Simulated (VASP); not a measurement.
# Te2Mo (P2_1/m) in VASP: single point with LDA

Aim: the single point of Te2Mo with LDA.

Everything below comes from runs of VASP 6.6.1. Logs are shortened: lines on timing, memory, paths and dates and some standing lists are left out, and cuts for length are marked.

## 1. The cell of the first run

The structure is monoclinic, space group P2_1/m (No. 11). Conventional cell: a = 6.285 Å, b = 3.439 Å, c = 13.391 Å, α = 90.00°, β = 93.59°, γ = 90.00°. Te (site symmetry m) has 3 Mo at 2.68 Å and 9 Te at 3.44 to 3.79 Å within 3.8 Å. Te (site symmetry m) has 3 Mo at 2.76 to 2.78 Å and 10 Te at 3.41 to 3.69 Å within 3.7 Å. Within 3.8 Å of Te (site symmetry m) lie 3 Mo at 2.68 Å and 9 Te at 3.44 to 3.79 Å. Te (site symmetry m) has 3 Mo at 2.76 to 2.78 Å and 10 Te at 3.41 to 3.69 Å within 3.7 Å. Within 3.5 Å of Mo (site symmetry m) lie 6 Te at 2.68 to 2.78 Å and 4 Mo at 2.85 to 3.44 Å. Within 3.5 Å of Mo (site symmetry m) lie 6 Te at 2.68 to 2.78 Å and 4 Mo at 2.85 to 3.44 Å.

## 2. Single point, LDA

File INCAR:

```
PREC     = Accurate       # precision mode
ENCUT    = 520            # plane-wave cutoff, eV
EDIFF    = 1E-6           # SCF threshold, eV
ISMEAR   = 0              # smearing method
SIGMA    = 0.05           # smearing width, eV
LREAL    = F              # projectors in reciprocal space
LASPH    = T              # aspherical terms in the spheres
NELM     = 60             # most SCF steps
ALGO     = Fast           # electronic algorithm
ISIF     = 2              # what is computed and relaxed
LWAVE    = F              # write WAVECAR
LCHARG   = T              # write CHGCAR
LELF     = T              # ELF
LVHAR    = T            
NBANDS   = 64             # bands
```

File KPOINTS:

```
regular mesh
0
Gamma
  7 13 3
```

File POSCAR:

```
Te2Mo
1.0
    6.2845425287      0.0000000000      0.0235601101
    0.0000000000      3.4389344025      0.0000000000
   -0.8885294272      0.0000000000     13.3612798561
Te Mo
8 4
Direct
    0.5583195413      0.7500000000      0.3475447912
    0.4416804587      0.2500000000      0.6524552088
    0.5861478392      0.2500000000      0.1047496680
    0.4138521608      0.7500000000      0.8952503320
    0.0938962538      0.7500000000      0.1528284150
    0.9061037462      0.2500000000      0.8471715850
    0.0563256635      0.2500000000      0.3949227110
    0.9436743365      0.7500000000      0.6050772890
    0.3204328590      0.7500000000      0.5067900729
    0.6795671410      0.2500000000      0.4932099271
    0.1816016406      0.2500000000      0.0078301646
    0.8183983594      0.7500000000      0.9921698354
```

Potentials or basis: VASP PAW LDA potentials, release 64 (Te, Mo_sv).

Launch:

```bash
$ cat potpaw_LDA.64/Te/POTCAR potpaw_LDA.64/Mo_sv/POTCAR > POTCAR
$ mpirun -np 1 vasp_std > vasp.out
```

OUTCAR:

```text
PREC = Accurate
   ENCUT = 520
   EDIFF = 1E-6
   ISMEAR = 0
   LREAL = F
   LASPH = T
   NELM = 60
   ISIF = 2

 ion  position               nearest neighbor table
   1  0.558  0.750  0.348-  10 2.68  10 2.68   9 2.68   7 3.59   7 3.59   7 3.68   7 3.68
   2  0.442  0.250  0.652-   9 2.68   9 2.68  10 2.68   8 3.59   8 3.59   8 3.68   8 3.68
   3  0.586  0.250  0.105-  12 2.76  12 2.76  11 2.78   4 3.41   4 3.41   5 3.63   5 3.63   5 3.65
                             5 3.65
   4  0.414  0.750  0.895-  11 2.76  11 2.76  12 2.78   3 3.41   3 3.41   6 3.63   6 3.63   6 3.65
                             6 3.65
   5  0.094  0.750  0.153-  12 2.68  11 2.68  11 2.68   3 3.63   3 3.63   3 3.65   3 3.65
   6  0.906  0.250  0.847-  11 2.68  12 2.68  12 2.68   4 3.63   4 3.63   4 3.65   4 3.65
   7  0.056  0.250  0.395-   9 2.76   9 2.76  10 2.78   8 3.41   8 3.41   1 3.59   1 3.59   1 3.68
                             1 3.68
   8  0.944  0.750  0.605-  10 2.76  10 2.76   9 2.78   7 3.41   7 3.41   2 3.59   2 3.59   2 3.68
                             2 3.68
   9  0.320  0.750  0.507-   2 2.68   2 2.68   1 2.68   7 2.76   7 2.76   8 2.78  10 2.85  10 2.85

  10  0.680  0.250  0.493-   1 2.68   1 2.68   2 2.68   8 2.76   8 2.76   7 2.78   9 2.85   9 2.85

  11  0.182  0.250  0.008-   6 2.68   5 2.68   5 2.68   4 2.76   4 2.76   3 2.78  12 2.85  12 2.85

  12  0.818  0.750  0.992-   5 2.68   6 2.68   6 2.68   3 2.76   3 2.76   4 2.78  11 2.85  11 2.85

  LATTYP: Found a simple monoclinic cell.
 ALAT       =     6.2845866908
 B/A-ratio  =     0.5472013629
 C/A-ratio  =     2.1307353484
 COS(beta)  =    -0.0626126908

  Lattice vectors:

 A1 = (   6.2845425287,   0.0000000000,   0.0235601101)
 A2 = (   0.0000000000,   3.4389344025,   0.0000000000)
 A3 = (  -0.8885294272,   0.0000000000,  13.3612798561)

Analysis of symmetry for initial positions (statically):
=====================================================================
 Subroutine PRICEL returns:
 Original cell was already a primitive cell.

 Routine SETGRP: Setting up the symmetry group for a
 simple monoclinic supercell.

 Subroutine GETGRP returns: Found  4 space group operations
 (whereof  2 operations were pure point group operations)
 out of a pool of  4 trial point group operations.

The static configuration has the point symmetry S_2 .
 The point group associated with its full space group is C_2h.

Analysis of symmetry for dynamics (positions and initial velocities):
=====================================================================
 Subroutine PRICEL returns:
 Original cell was already a primitive cell.

 Routine SETGRP: Setting up the symmetry group for a
 simple monoclinic supercell.

 Subroutine GETGRP returns: Found  4 space group operations
 (whereof  2 operations were pure point group operations)
 out of a pool of  4 trial point group operations.

The dynamic configuration has the point symmetry S_2 .
 The point group associated with its full space group is C_2h.

 Subroutine INISYM returns: Found  4 space group operations
 (whereof  2 operations are pure point group operations),
 and found     1 'primitive' translations

----------------------------------------------------------------------------------------

                                     Primitive cell

  volume of cell :     288.8377

  direct lattice vectors                    reciprocal lattice vectors
     6.284542529  0.000000000  0.023560110     0.159080912  0.000000000  0.010578932
     0.000000000  3.438934403  0.000000000     0.000000000  0.290787751  0.000000000
    -0.888529427  0.000000000 13.361279856    -0.000280509  0.000000000  0.074824476

  length of vectors
     6.284586691  3.438934403 13.390791012     0.159432276  0.290787751  0.074825001

  position of ions in fractional coordinates (direct lattice)
     0.558319541  0.750000000  0.347544791
     0.441680459  0.250000000  0.652455209
     0.586147839  0.250000000  0.104749668
     0.413852161  0.750000000  0.895250332
     0.093896254  0.750000000  0.152828415
     0.906103746  0.250000000  0.847171585
     0.056325663  0.250000000  0.394922711
     0.943674337  0.750000000  0.605077289
     0.320432859  0.750000000  0.506790073
     0.679567141  0.250000000  0.493209927
     0.181601641  0.250000000  0.007830165
     0.818398359  0.750000000  0.992169835

  ion indices of the primitive-cell ions
   primitive index   ion index
                 1           1
                 2           2
                 3           3
                 4           4
                 5           5
                 6           6
                 7           7
                 8           8
                 9           9
                10          10
                11          11
                12          12

----------------------------------------------------------------------------------------

 KPOINTS: regular mesh

Automatic generation of k-mesh.
 Grid dimensions read from file:
 generate k-points for:    7   13    3

 Generating k-lattice:

  Cartesian coordinates                     Fractional coordinates (reciprocal lattice)
     0.022725845  0.000000000  0.001511276     0.142857143  0.000000000  0.000000000
     0.000000000  0.022368289  0.000000000     0.000000000  0.076923077  0.000000000
    -0.000093503  0.000000000  0.024941492     0.000000000  0.000000000  0.333333333

  Length of vectors
     0.022776039  0.022368289  0.024941667

  Shift w.r.t. Gamma in fractional coordinates (k-lattice)
     0.000000000  0.000000000  0.000000000

 Subroutine IBZKPT returns following result:
 ===========================================

 Found     77 irreducible k-points:

 Following reciprocal coordinates:
            Coordinates               Weight
  0.000000  0.000000  0.000000      1.000000
  0.142857  0.000000  0.000000      2.000000
  0.285714  0.000000  0.000000      2.000000
  0.428571  0.000000  0.000000      2.000000
  0.000000  0.076923  0.000000      2.000000
  0.142857  0.076923  0.000000      4.000000
[... 16 lines left out ...]
  0.285714  0.384615  0.000000      4.000000
  0.428571  0.384615  0.000000      4.000000
 [... further k-points ...]
   k-points           NKPTS =     77   k-points in BZ     NKDIM =     77   number of bands    NBANDS=     64
   number of dos      NEDOS =    301   number of ions     NIONS =     12
   total plane-waves  NPLWV = 134400
   dimension x,y,z NGX =    48 NGY =   28 NGZ =  100
   dimension x,y,z NGXF=    96 NGYF=   56 NGZF=  200
   ions per type =               8   4
   NGX,Y,Z   is equivalent  to a cutoff of  12.70, 13.54, 12.41 a.u.
   NGXF,Y,Z  is equivalent  to a cutoff of  25.39, 27.07, 24.83 a.u.
 SYSTEM =  unknown system
   PREC   = accura    normal or accurate (medium, high low for compatibility)
   ISTART =      0    job   : 0-new  1-cont  2-samecut
   ICHARG =      2    charge: 1-file 2-atom 10-const
   ISPIN  =      1    spin polarized calculation?
   LNONCOLLINEAR =      F non collinear calculations
   LSORBIT =      F    spin-orbit coupling
   LASPH  =      T    aspherical Exc in radial PAW
   ENCUT  =  520.0 eV  38.22 Ry    6.18 a.u.  11.69  6.39 24.90*2*pi/ulx,y,z
   NELM   =     60;   NELMIN=  2; NELMDL= -5     # of ELM steps
   EDIFF  = 0.1E-05   stopping-criterion for ELM
   LREAL  =      F    real-space projection
   EDIFFG = 0.1E-04   stopping-criterion for IOM
   NSW    =      0    number of steps for IOM
   IBRION =     -1    ionic relax: 0-MD 1-quasi-New 2-CG
   NFREE  =      0    steps in history (QN), initial steepest desc. (CG)
   ISIF   =      2    stress and relaxation
   ISYM   =      2    0-nonsym 1-usesym 2-fastsym
   POTIM  = 0.5000    time-step for ionic-motion
   TEBEG  =    0.0;   TEEND  =   0.0 temperature during run
   PSTRESS=    0.0 pullay stress
   NELECT =     104.0000    total number of electrons
   NUPDOWN=      -1.0000    fix difference up-down
   EMIN   =  10.00;   EMAX   =-10.00  energy-range for DOS
   EFERMI =   0.00;   METHOD = LEGACY
   ISMEAR =     0;   SIGMA  =   0.05  broadening in eV -4-tet -1-fermi 0-gaus
   EFERMI_NEDOS =   21; number of points for ismear=-14 and -15
   IALGO  =     68    algorithm
   IMIX   =      4    mixing-type and parameters
     AMIX     =   0.40;   BMIX     =  1.00
     AMIX_MAG =   1.60;   BMIX_MAG =  1.00
  volume/ion in A,a.u.               =      24.07       162.43
  Fermi-wavevector in a.u.,A,eV,Ry     =   1.164666  2.200899 18.455574  1.356446
  Thomas-Fermi vector in A             =   2.301201
   LORBIT       =      0    0 simple, 1 ext, 2 COOP (PROOUT), +10 PAW based schemes
   GGA     = CA    functional components
   LHFCALC =     F    Hartree Fock is set to
   AEXX    =    0.0000 exact exchange contribution
   IVDW    =     0    specifies the selected vdW correction
   LEPSILON=     F    determine dielectric tensor
   LRPA    =     F    only Hartree local field effects (RPA)
 non-spin polarized calculation
 RMM-DIIS sequential band-by-band and
 Gauss-broadening in eV      SIGMA  =   0.05
  energy-cutoff  :      520.00
  volume of cell :      288.84
 maximum number of plane-waves:      7820
   NGX = 23   NGY = 13   NGZ = 49

 number of electron     103.9999990 magnetization

 Free energy of the ion-electron system (eV)
  ---------------------------------------------------
  ext. energy  EPLUGINS =         0.00000000
  ---------------------------------------------------
  free energy    TOTEN  =       -82.30613505 eV

  energy without entropy =      -82.30204540  energy(sigma->0) =      -82.30409022

 E-fermi :   8.8657     XC(G=0): -10.8329

 val. band max:        8.8583471133   @ k =   0.1429   0.2308   0.3333
 cond. band min:       8.8748732821   @ k =   0.0000   0.2308   0.0000
 fundamental gap:      0.0165261688
 Fermi energy:         8.8657365737

 k-point     1 :       0.0000    0.0000    0.0000
  band No.  band energies     occupation
      1     -51.9127      2.00000
      2     -51.8858      2.00000
      3     -51.8413      2.00000
      4     -51.8152      2.00000
      5     -26.4013      2.00000
      6     -26.3735      2.00000
[... 1597 lines left out ...]
     63      11.2133      0.00000
     64      11.3873      0.00000

 [... further k-points ...]
[... 5 lines left out ...]
  --------------------------------------------------------------------------------------
  -------------------------------------------------------------------------------------
  Total        0.5598866      0.4265637      0.4608953      0.0000000      0.0000000     -0.0021712
  in kB        3.1056805      2.3661410      2.5565778      0.0000000      0.0000000     -0.0120439
  external PRESSURE =       2.6761331 kB  Pullay stress =       0.0000000 kB

 VOLUME and BASIS-vectors are now :
 -----------------------------------------------------------------------------
  energy-cutoff  :      520.00
  volume of cell :      288.84
      direct lattice vectors                 reciprocal lattice vectors
     6.284542529  0.000000000  0.023560110     0.159080912  0.000000000  0.010578932
     0.000000000  3.438934403  0.000000000     0.000000000  0.290787751  0.000000000
    -0.888529427  0.000000000 13.361279856    -0.000280509  0.000000000  0.074824476

 POSITION                                       TOTAL-FORCE (eV/Angst)
 -----------------------------------------------------------------------------------
      3.19998      2.57920      4.65680        -0.002361     -0.000000     -0.055387
      2.19603      0.85973      8.72804         0.002361      0.000000      0.055387
      3.59060      0.85973      1.41340        -0.004003     -0.000000      0.031384
      1.80542      2.57920     11.97144         0.004003     -0.000000     -0.031384
      0.45430      2.57920      2.04420        -0.004480      0.000000      0.055916
      4.94171      0.85973     11.34064         0.004480     -0.000000     -0.055916
      0.00308      0.85973      5.27800        -0.002898      0.000000     -0.029494
      5.39293      2.57920      8.10684         0.002898     -0.000000      0.029494
      1.56348      2.57920      6.77891        -0.031890     -0.000000     -0.011008
      3.83254      0.85973      6.60593         0.031890     -0.000000      0.011008
      1.13433      0.85973      0.10890         0.029704     -0.000000     -0.005295
      4.26169      2.57920     13.27594        -0.029704     -0.000000      0.005295
 -----------------------------------------------------------------------------------
    total drift:                               -0.000000     -0.000000      0.000000

  FREE ENERGIE OF THE ION-ELECTRON SYSTEM (eV)
  ---------------------------------------------------
  free  energy   TOTEN  =       -82.3061350469 eV

  energy  without entropy=      -82.3020453985  energy(sigma->0) =      -82.30409022
```

Wall time 66 min (1 thread of Oxide Virtual Turin-like, shared host); peak memory 0.96 GiB.

What came out:

| Property | Result |
| --- | --- |
| Free energy | -82.3061 eV |
| Pressure | 0.3 GPa |
| Largest force | 0.056 eV/Å |
| Band gap on the k mesh | zero (bands 52 and 53 overlap by 0.43 eV) |

Forces in eV/Å, atoms in the order of the input:
```
Te  -0.002  0.000 -0.055
Te   0.002  0.000  0.055
Te  -0.004  0.000  0.031
Te   0.004  0.000 -0.031
Te  -0.004  0.000  0.056
Te   0.004  0.000 -0.056
Te  -0.003  0.000 -0.029
Te   0.003  0.000  0.029
Mo  -0.032  0.000 -0.011
Mo   0.032  0.000  0.011
Mo   0.030  0.000 -0.005
Mo  -0.030  0.000  0.005
```

Caveat: spin-orbit coupling is left out, which moves the levels of the heavy elements.
